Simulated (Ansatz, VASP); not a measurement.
Ni in VASP and in Ansatz

INCAR

```
SYSTEM = Ni
PREC     = Accurate       ! precision mode
ENCUT    = 520            ! plane-wave cutoff, eV
EDIFF    = 1E-6           ! SCF threshold, eV
ISMEAR   = 0              ! smearing method
SIGMA    = 0.15           ! smearing width, eV
LREAL    = .FALSE.        ! projectors in reciprocal space
LASPH    = .TRUE.         ! aspherical terms in the spheres
NELM     = 150            ! most SCF steps
ALGO     = Fast           ! electronic algorithm
ISIF     = 2              ! what is computed and relaxed
LWAVE    = .FALSE.        ! write WAVECAR
LCHARG   = .FALSE.        ! write CHGCAR
ISPIN    = 2              ! spin polarisation
MAGMOM   = 0.81           ! initial moments
LORBIT   = 11             ! projections on sites
LMAXMIX  = 4              ! l up to which the mixer works
GGA      = PS             ! functional
NBANDS   = 15             ! bands
```

Contents of KPOINTS:

```
regular mesh
0
G
  22 22 22
  0 0 0
```

Contents of POSCAR:

```
Ni
1.0
    0.0000000000      1.9093860000      1.9093860000
    1.9093860000      0.0000000000      1.9093860000
    1.9093860000      1.9093860000      0.0000000000
Ni
1
Direct
    0.0000000000      0.0000000000      0.0000000000
```

Input for Ansatz:

```yaml
crystal:
  lattice:
    - [0.0, 1.909386, 1.909386]
    - [1.909386, 0.0, 1.909386]
    - [1.909386, 1.909386, 0.0]
  atoms:
    - { symbol: Ni, position: [0.0, 0.0, 0.0], spin: 0.81 }
basis:
  ecutwfc: 420
kpoints:
  mp_grid: { grid: [22, 22, 22] }
hamiltonian:
  xc: pbesol
scf:
  occupations: { method: gaussian, width: 0.15 }
output:
  forces: true
  stress: true
  eigenvalues: true
  populations: true
magnetization:
  spin_polarized: true
```

Change from the starting cell: strain +0.080 along x and y, +0.080 along z, atoms carried along.

Alike in both runs: task single point; functional PBEsol; k mesh 22 × 22 × 22; occupations gaussian, width 0.15 eV; collinear spin.

```csv
,VASP,Ansatz
version,VASP 6.6.1,Ansatz 0.2.0
potentials or method,"VASP PAW PBE potentials, release 64 (Ni), cutoff 520 eV","scalar-relativistic, plane waves, PAW"
valence electrons in the cell,10,18
```

VASP gave:

* gap on the k mesh at the Fermi level (eV): none
* pressure (GPa): -32.5
* net moment per atom (μB): 0.70
* size of the moment on the site where the two differ most (μB): 0.73

Problem. What did Ansatz give for the same quantities?

Solution. gap on the k mesh at the Fermi level (eV): none; pressure (GPa): -32.7; net moment per atom (μB): 0.71; size of the moment on the site where the two differ most (μB): 0.76.

VASP's potentials were made for PBE, not for PBEsol. Site moments also hang on the region over which each program counts them. A gap of «none» marks a metal or a gap that the smearing closes. Both programs put the cell under strong tension, so it lies far from rest at this level. With one functional, cell and mesh, what is left measures potentials, basis and numerics. VASP's potentials hold 10 valence electrons a cell and Ansatz's 18, so a difference there can come from the potentials and not from the codes.

Noted on VASP's run: the cell as given lies far from equilibrium.
